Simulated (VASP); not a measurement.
# C3N (P3m1) in VASP: relaxation of cell and atoms with PBE+D3(BJ)

Aim: the relaxation of cell and atoms of C3N with PBE+D3(BJ).

Program: VASP 6.6.1. These are calculated values, not measurements. Logs are shortened: lines on timing, memory, paths and dates and some standing lists are left out, and cuts for length are marked.

## (1) The cell of the first run

Symmetry: P3m1, No. 156, trigonal system. The conventional cell has a = 2.831 Å, b = 2.831 Å, c = 4.978 Å, α = 90.00°, β = 90.00°, γ = 120.00°. C (site symmetry 3m) has 1 C at 1.58 Å and 3 N at 1.87 Å within 2.1 Å. C (site symmetry 3m) has 4 C at 1.58 to 1.87 Å within 2.1 Å. Within 2.1 Å of C (site symmetry 3m) lie 1 N at 1.58 Å and 3 C at 1.87 Å. N (site symmetry 3m) has 4 C at 1.58 to 1.87 Å within 2.1 Å.

## (2) Relaxation of cell and atoms, PBE+D3(BJ)

The input, INCAR:

```
PREC = Accurate ; ENCUT = 600
EDIFF = 1E-6 ; ISMEAR = 0
SIGMA = 0.02 ; LREAL = False
LASPH = True ; NELM = 60
ALGO = Normal ; ISIF = 3
LWAVE = False ; LCHARG = False
GGA = PE ; IVDW = 12
IBRION = 2 ; NSW = 80
EDIFFG = -0.015
```

The input, KPOINTS:

```
regular mesh
0
Gamma
  8 4 4
```

The input, POSCAR:

```
C3N
1.0
   -1.4156691258     -2.4520108525      0.0000000000
   -4.2470073773      2.4520108525      0.0000000000
    0.0000000000      0.0000000000     -4.9782195863
C N
6 2
Direct
    0.0000000000      0.6666666667      0.5910253301
    0.5000000000      0.1666666667      0.5910253301
    0.0000000000      0.6666666667      0.9089746699
    0.5000000000      0.1666666667      0.9089746699
    0.0000000000      0.3333333333      0.0910253301
    0.5000000000      0.8333333333      0.0910253301
    0.0000000000      0.3333333333      0.4089746699
    0.5000000000      0.8333333333      0.4089746699
```

Potentials or basis: VASP PAW PBE potentials, release 64 (C, N).

Command:

```
$ cat potpaw_PBE.64/C/POTCAR potpaw_PBE.64/N/POTCAR > POTCAR
$ mpirun -np 1 vasp_std > vasp.out
```

OUTCAR:

```text
PREC = Accurate
   ENCUT = 600
   EDIFF = 1E-6
   ISMEAR = 0
   LREAL = False
   LASPH = True
   NELM = 60
   ISIF = 3
   GGA = PE
   IVDW = 12
   IBRION = 2
   NSW = 80
   EDIFFG = -0.015
 IVDW          = 12

 ion  position               nearest neighbor table
   1  0.000  0.667  0.591-   3 1.58   8 1.87   8 1.87   7 1.87
   2  0.500  0.167  0.591-   4 1.58   7 1.87   7 1.87   8 1.87
   3  0.000  0.667  0.909-   1 1.58   6 1.87   6 1.87   5 1.87
   4  0.500  0.167  0.909-   2 1.58   5 1.87   5 1.87   6 1.87
   5  0.000  0.333  0.091-   7 1.58   4 1.87   4 1.87   3 1.87
   6  0.500  0.833  0.091-   8 1.58   3 1.87   3 1.87   4 1.87
   7  0.000  0.333  0.409-   5 1.58   2 1.87   2 1.87   1 1.87
   8  0.500  0.833  0.409-   6 1.58   1 1.87   1 1.87   2 1.87

  LATTYP: Found a simple orthorhombic cell.
 ALAT       =     2.8313382515
 B/A-ratio  =     1.7320508076
 C/A-ratio  =     1.7582567479

  Lattice vectors:

 A1 = (  -1.4156691258,  -2.4520108525,   0.0000000000)
 A2 = (  -4.2470073773,   2.4520108525,   0.0000000000)
 A3 = (   0.0000000000,   0.0000000000,  -4.9782195863)

Analysis of symmetry for initial positions (statically):
=====================================================================
 Subroutine PRICEL returns following result:

  LATTYP: Found a hexagonal cell.
 ALAT       =     2.8313382515
 C/A-ratio  =     1.7582567479

  Lattice vectors:

 A1 = (   1.4156691258,   2.4520108525,   0.0000000000)
 A2 = (   1.4156691257,  -2.4520108525,   0.0000000000)
 A3 = (   0.0000000000,   0.0000000000,  -4.9782195863)

   2 primitive cells build up your supercell.

 Routine SETGRP: Setting up the symmetry group for a
 simple orthorhombic supercell.

 Subroutine GETGRP returns: Found  2 space group operations
 (whereof  2 operations were pure point group operations)
 out of a pool of  8 trial point group operations.

The static configuration has the point symmetry C_1h.

Analysis of symmetry for dynamics (positions and initial velocities):
=====================================================================
 Subroutine PRICEL returns following result:

  LATTYP: Found a hexagonal cell.
 ALAT       =     2.8313382515
 C/A-ratio  =     1.7582567479

  Lattice vectors:

 A1 = (   1.4156691258,   2.4520108525,   0.0000000000)
 A2 = (   1.4156691257,  -2.4520108525,   0.0000000000)
 A3 = (   0.0000000000,   0.0000000000,  -4.9782195863)

   2 primitive cells build up your supercell.

 Routine SETGRP: Setting up the symmetry group for a
 simple orthorhombic supercell.

 Subroutine GETGRP returns: Found  2 space group operations
 (whereof  2 operations were pure point group operations)
 out of a pool of  8 trial point group operations.

The dynamic configuration has the point symmetry C_1h.

 Subroutine INISYM returns: Found  2 space group operations
 (whereof  2 operations are pure point group operations),
 and found     2 'primitive' translations

----------------------------------------------------------------------------------------

                                     Primitive cell

  volume of cell :      34.5612

  direct lattice vectors                    reciprocal lattice vectors
     1.415669126  2.452010852  0.000000000     0.353189874  0.203914269  0.000000000
     1.415669126 -2.452010852  0.000000000     0.353189874 -0.203914269  0.000000000
     0.000000000  0.000000000 -4.978219586     0.000000000  0.000000000 -0.200875028

  length of vectors
     2.831338252  2.831338251  4.978219586     0.407828538  0.407828538  0.200875028

  position of ions in fractional coordinates (direct lattice)
     0.333333333  0.666666667  0.591025330
     0.333333333  0.666666667  0.908974670
     0.666666667  0.333333333  0.091025330
     0.666666667  0.333333333  0.408974670

  ion indices of the primitive-cell ions
   primitive index   ion index
                 1           1
                 2           3
                 3           5
                 4           7

----------------------------------------------------------------------------------------

 KPOINTS: regular mesh

Automatic generation of k-mesh.
 Grid dimensions read from file:
 generate k-points for:    8    4    4

 Generating k-lattice:

  Cartesian coordinates                     Fractional coordinates (reciprocal lattice)
    -0.022074367 -0.038233925  0.000000000     0.125000000 -0.000000000  0.000000000
    -0.044148734  0.025489284  0.000000000    -0.000000000  0.250000000  0.000000000
     0.000000000  0.000000000 -0.050218757     0.000000000  0.000000000  0.250000000

  Length of vectors
     0.044148734  0.050978567  0.050218757

  Shift w.r.t. Gamma in fractional coordinates (k-lattice)
     0.000000000  0.000000000  0.000000000

 Subroutine IBZKPT returns following result:
 ===========================================

 Found     50 irreducible k-points:

 Following reciprocal coordinates:
            Coordinates               Weight
  0.000000  0.000000  0.000000      1.000000
  0.125000  0.000000  0.000000      2.000000
  0.250000  0.000000  0.000000      2.000000
  0.375000  0.000000  0.000000      2.000000
  0.500000  0.000000  0.000000      1.000000
  0.000000  0.250000  0.000000      2.000000
[... 16 lines left out ...]
  0.125000  0.250000  0.250000      4.000000
 -0.125000  0.250000 -0.250000      4.000000
 [... further k-points ...]
   k-points           NKPTS =     50   k-points in BZ     NKDIM =     50   number of bands    NBANDS=     22
   number of dos      NEDOS =    301   number of ions     NIONS =      8
   total plane-waves  NPLWV =  38400
   dimension x,y,z NGX =    24 NGY =   40 NGZ =   40
   dimension x,y,z NGXF=    48 NGYF=   80 NGZF=   80
   ions per type =               6   2
   NGX,Y,Z   is equivalent  to a cutoff of  14.09, 13.56, 13.36 a.u.
   NGXF,Y,Z  is equivalent  to a cutoff of  28.18, 27.12, 26.72 a.u.
 SYSTEM =  unknown system
   PREC   = accura    normal or accurate (medium, high low for compatibility)
   ISTART =      0    job   : 0-new  1-cont  2-samecut
   ICHARG =      2    charge: 1-file 2-atom 10-const
   ISPIN  =      1    spin polarized calculation?
   LNONCOLLINEAR =      F non collinear calculations
   LSORBIT =      F    spin-orbit coupling
   LASPH  =      T    aspherical Exc in radial PAW
   ENCUT  =  600.0 eV  44.10 Ry    6.64 a.u.   5.65  9.79  9.94*2*pi/ulx,y,z
   NELM   =     60;   NELMIN=  2; NELMDL= -5     # of ELM steps
   EDIFF  = 0.1E-05   stopping-criterion for ELM
   LREAL  =      F    real-space projection
   EDIFFG = -.1E-01   stopping-criterion for IOM
   NSW    =     80    number of steps for IOM
   IBRION =      2    ionic relax: 0-MD 1-quasi-New 2-CG
   NFREE  =      1    steps in history (QN), initial steepest desc. (CG)
   ISIF   =      3    stress and relaxation
   ISYM   =      2    0-nonsym 1-usesym 2-fastsym
   POTIM  = 0.5000    time-step for ionic-motion
   TEBEG  =    0.0;   TEEND  =   0.0 temperature during run
   PSTRESS=    0.0 pullay stress
   NELECT =      34.0000    total number of electrons
   NUPDOWN=      -1.0000    fix difference up-down
   EMIN   =  10.00;   EMAX   =-10.00  energy-range for DOS
   EFERMI =   0.00;   METHOD = LEGACY
   ISMEAR =     0;   SIGMA  =   0.02  broadening in eV -4-tet -1-fermi 0-gaus
   EFERMI_NEDOS =   21; number of points for ismear=-14 and -15
   IALGO  =     38    algorithm
   IMIX   =      4    mixing-type and parameters
     AMIX     =   0.40;   BMIX     =  1.00
     AMIX_MAG =   1.60;   BMIX_MAG =  1.00
  volume/ion in A,a.u.               =       8.64        58.31
  Fermi-wavevector in a.u.,A,eV,Ry     =   1.292295  2.442084 22.722096  1.670027
  Thomas-Fermi vector in A             =   2.424012
   LORBIT       =      0    0 simple, 1 ext, 2 COOP (PROOUT), +10 PAW based schemes
   GGA     = PE    functional components
   LHFCALC =     F    Hartree Fock is set to
   AEXX    =    0.0000 exact exchange contribution
   IVDW    =    12    specifies the selected vdW correction
   LEPSILON=     F    determine dielectric tensor
   LRPA    =     F    only Hartree local field effects (RPA)
 conjugate gradient relaxation of ions
 non-spin polarized calculation
 Gauss-broadening in eV      SIGMA  =   0.02
  energy-cutoff  :      600.00
  volume of cell :       69.12
 maximum number of plane-waves:      2336
   NGX = 11   NGY = 19   NGZ = 19

--------------------------------------- Ionic step        1  -------------------------------------------

 number of electron      33.9999999 magnetization

 Free energy of the ion-electron system (eV)
  ---------------------------------------------------
  ext. energy  EPLUGINS =         0.00000000
  ---------------------------------------------------
  free energy    TOTEN  =       -54.68010394 eV

  energy without entropy =      -54.67916608  energy(sigma->0) =      -54.67963501

------------------------ aborting loop because EDIFF is reached ----------------------------------------

 Edisp (eV)   -1.22788

 E8    (eV) :    -0.3469
[... 123 lines left out ...]
  FREE ENERGIE OF THE ION-ELECTRON SYSTEM (eV)
  ---------------------------------------------------
  free  energy   TOTEN  =       -62.9674495392 eV

  energy  without entropy=      -62.9668517222  energy(sigma->0) =      -62.96715063

 E-fermi :  10.0331     XC(G=0): -12.6527

 val. band max:       10.0235823676   @ k =   0.2500   0.5000   0.2500
 cond. band min:      10.0777537126   @ k =  -0.3750   0.2500  -0.2500
 fundamental gap:      0.0541713450
 Fermi energy:        10.0330858348

 k-point     1 :       0.0000    0.0000    0.0000
  band No.  band energies     occupation
      1     -14.5859      2.00000
      2     -13.0460      2.00000
      3      -7.7136      2.00000
      4      -6.2545      2.00000
      5      -6.1841      2.00000
      6      -5.2429      2.00000
[... 589 lines left out ...]
     21      14.9895      0.00000
     22      15.9085      0.00000

 [... further k-points ...]

[... ionic steps 4 to 77 ...]

--------------------------------------- Ionic step       78  -------------------------------------------

 number of electron      34.0000005 magnetization

------------------------ aborting loop because EDIFF is reached ----------------------------------------
[... 87 lines left out ...]
--------------------------------------- Ionic step       80  -------------------------------------------

 number of electron      34.0000005 magnetization

 Free energy of the ion-electron system (eV)
  ---------------------------------------------------
  ext. energy  EPLUGINS =         0.00000000
  ---------------------------------------------------
  free energy    TOTEN  =       -69.43846954 eV

  energy without entropy =      -69.43812311  energy(sigma->0) =      -69.43829633

 E-fermi :   7.3645     XC(G=0): -11.0207

 val. band max:        7.3571075648   @ k =   0.1250   0.0000   0.0000
 cond. band min:       7.3868872605   @ k =   0.0000   0.2500   0.0000
 fundamental gap:      0.0297796957
 Fermi energy:         7.3645011722

 k-point     1 :       0.0000    0.0000    0.0000
  band No.  band energies     occupation
      1     -16.9354      2.00000
      2     -16.5964      2.00000
      3     -10.4566      2.00000
      4     -10.0774      2.00000
      5      -9.0997      2.00000
      6      -8.8312      2.00000
[... 589 lines left out ...]
     21      13.0002      0.00000
     22      13.2115      0.00000

 [... further k-points ...]

------------------------ aborting loop because EDIFF is reached ----------------------------------------

 Edisp (eV)   -1.27772

 E8    (eV) :    -0.3551
[... 31 lines left out ...]
  FREE ENERGIE OF THE ION-ELECTRON SYSTEM (eV)
  ---------------------------------------------------
  free  energy   TOTEN  =       -70.7161936889 eV

  energy  without entropy=      -70.7158472601  energy(sigma->0) =      -70.71602047

 reached required accuracy - stopping structural energy minimisation
```

Run time: 21 min. Hardware: 1 thread of Intel Xeon 6975P-C (Granite Rapids), shared host; peak memory 0.25 GiB.

Results:

| Item | Value |
| --- | --- |
| Free energy | -70.7162 eV |
| Relaxed volume | 7.91 Å³/atom |
| Relaxed cell | a = 2.426 Å, b = 6.202 Å, c = 4.204 Å, α = 89.57°, β = 90.00°, γ = 90.00° |
| Space group after relaxing (to 0.1 Å) | Cmm2 (No. 35) |
| Energy gained by relaxing | 1851.0 meV/atom |
| Ionic steps | 80 |
| Pressure after relaxing | 0.0 GPa |
| Largest force after relaxing | 0.010 eV/Å |
| Band gap on the k mesh | zero (bands 17 and 18 overlap by 4.92 eV) |
| Dispersion energy per atom | -0.160 eV |

Forces in eV/Å, atoms in the order of the input:
```
C    0.008 -0.004  0.004
C    0.008 -0.004  0.004
C    0.002 -0.001 -0.007
C    0.002 -0.001 -0.007
C   -0.004  0.002 -0.004
C   -0.004  0.002 -0.004
N   -0.006  0.003  0.007
N   -0.006  0.003  0.007
```

Stress tensor (GPa, compression positive):
```
 0.08 -0.13 -0.04
-0.13 -0.07  0.02
-0.04  0.02  0.11
```

The path:
```tsv
step	energy change (eV)	largest force (eV/Å)	pressure (GPa)	volume (Å³)
1	0.0000	4.3833	-57.25	69.12
3	-7.0595	5.6334	-13.81	50.37
5	-3.1693	5.2034	106.29	39.41
7	-8.0138	1.2902	8.76	45.98
9	-8.0124	1.5311	-6.22	47.62
11	-8.2415	1.0433	-1.40	47.04
13	-7.5819	4.8274	1.23	47.59
15	-8.5960	4.0136	-2.58	47.48
17	-8.6026	3.8967	-2.62	47.47
19	-8.6263	4.1051	-2.68	47.53
21	-8.6611	4.4117	-2.63	47.61
23	-8.8838	4.5067	-2.14	47.64
25	-9.5577	3.5113	2.73	47.71
27	-9.6746	2.8712	7.44	47.73
29	-10.5581	2.1376	6.50	48.37
31	-11.2749	1.7030	5.41	49.59
33	-12.2309	1.3469	-3.97	51.82
35	-12.5983	2.2938	16.51	51.34
37	-13.0044	2.7342	25.50	52.21
39	-13.4144	2.1689	33.54	54.17
41	-13.5740	3.8268	1.84	61.05
43	-14.2162	1.7819	12.69	58.27
45	-14.6416	0.9219	-0.13	59.82
47	-14.6981	0.4619	2.54	59.93
49	-14.7203	0.3962	3.02	60.19
51	-14.7672	0.5130	2.71	61.39
53	-14.7875	0.2169	0.02	62.63
55	-14.7909	0.1863	0.35	62.79
57	-14.7957	0.0581	0.29	63.10
59	-14.7960	0.0860	0.25	63.21
61	-14.7969	0.0691	-0.30	63.37
63	-14.7979	0.1096	-0.04	63.42
65	-14.7985	0.0701	0.07	63.44
67	-14.7993	0.0606	-0.21	63.47
69	-14.7999	0.1439	-0.62	63.53
71	-14.8011	0.1284	-0.56	63.51
73	-14.8034	0.2262	-0.41	63.42
75	-14.8073	0.0636	0.03	63.29
77	-14.8078	0.0769	0.27	63.22
79	-14.8082	0.0178	0.08	63.24
80	-14.8082	0.0097	0.04	63.25
```

Final structure:
```yaml
crystal:
  lattice:
    - [-1.21293, -2.10085, 0.00000]
    - [-5.37113, 3.10103, 0.03984]
    - [-0.05096, 0.02942, -4.20365]
  atoms:
    - { symbol: C, position: [0.00000, 0.75018, 0.58360] }
    - { symbol: C, position: [0.50000, 0.25018, 0.58360] }
    - { symbol: C, position: [0.00000, 0.75002, 0.91791] }
    - { symbol: C, position: [0.50000, 0.25002, 0.91791] }
    - { symbol: C, position: [0.00000, 0.24978, 0.08188] }
    - { symbol: C, position: [0.50000, 0.74978, 0.08188] }
    - { symbol: N, position: [0.00000, 0.25002, 0.41661] }
    - { symbol: N, position: [0.50000, 0.75002, 0.41661] }
```

Caveat: a cell axis changed by over 15 % at a fixed basis, so the end point is rough.

The gap in the log of VASP goes by the Fermi energy; the results here count the filled bands.